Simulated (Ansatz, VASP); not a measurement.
One calculation of CsH, two programs

Contents of POSCAR:

```
CsH
1.0
    0.0000000000      3.1880000000      3.1880000000
    3.1880000000      0.0000000000      3.1880000000
    3.1880000000      3.1880000000      0.0000000000
Cs H
1 1
Direct
   -0.0392095358     -0.0392095358      0.0392095358
    0.5000000000      0.5000000000      0.5000000000
```

The input INCAR.step1:

```
ALGO = Normal ; EDIFF = 1E-4
ENCUT = 520 ; GGA = PE
ISMEAR = 0 ; LASPH = T
LCHARG = F ; LREAL = F
LWAVE = T ; NBANDS = 12
NELM = 80 ; PREC = Accurate
SIGMA = 0.05
```

File INCAR.step2:

```
ALGO = Normal ; EDIFF = 1E-6
ENCUT = 520 ; ISIF = 2
ISMEAR = 0 ; ISTART = 1
LASPH = T ; LCHARG = T
LELF = T ; LMIXTAU = T
LREAL = F ; LVHAR = T
LWAVE = F ; METAGGA = R2SCAN
NBANDS = 12 ; NELM = 80
PREC = Accurate ; SIGMA = 0.05
```

The input KPOINTS:

```
k-points
0
Gamma
  6 6 6
```

Input for Ansatz:

```yaml
crystal:
  lattice:
    - [0.0, 3.188, 3.188]
    - [3.188, 0.0, 3.188]
    - [3.188, 3.188, 0.0]
  atoms:
    - { symbol: Cs, position: [-0.0392095358, -0.0392095358, 0.0392095358] }
    - { symbol: H, position: [0.5, 0.5, 0.5] }
basis:
  ecutwfc: 500
kpoints:
  mp_grid: { grid: [6, 6, 6] }
hamiltonian:
  xc: r2scan
scf:
  occupations: { method: gaussian, width: 0.05 }
output:
  forces: true
  stress: true
  eigenvalues: true
```

Change from the starting cell: all Cs atoms moved -0.250 Å, as atom 1 along Cartesian [0 0 1].

Alike in both runs: task single point; functional r2SCAN; k mesh 6 × 6 × 6; occupations gaussian, width 0.05 eV; no spin polarisation.

|  | VASP | Ansatz |
| --- | --- | --- |
| version | VASP 6.6.1 | Ansatz 0.2.0 |
| potentials or method | VASP PAW PBE potentials, release 64 (Cs_sv, H), cutoff 520 eV | scalar-relativistic, plane waves, PAW |
| valence electrons in the cell | 10 | 10 |

```csv
,VASP,Ansatz,Ansatz less VASP
gap on the k mesh at the Fermi level (eV),2.71,2.73,+0.016
least direct gap on the mesh (eV),2.71,2.73,+0.016
pressure (GPa),0.2,0.2,-0.03
"traceless stress, the component that is largest in VASP (GPa)",0.45,0.44,-0.009
rms of the force components (eV/Å),0.101,0.099,-0.0015
```

VASP's potentials were made for PBE, not for r2SCAN. Atom by atom the forces differ by 0.002 eV/Å (rms over components).

Spin-orbit coupling is off throughout.
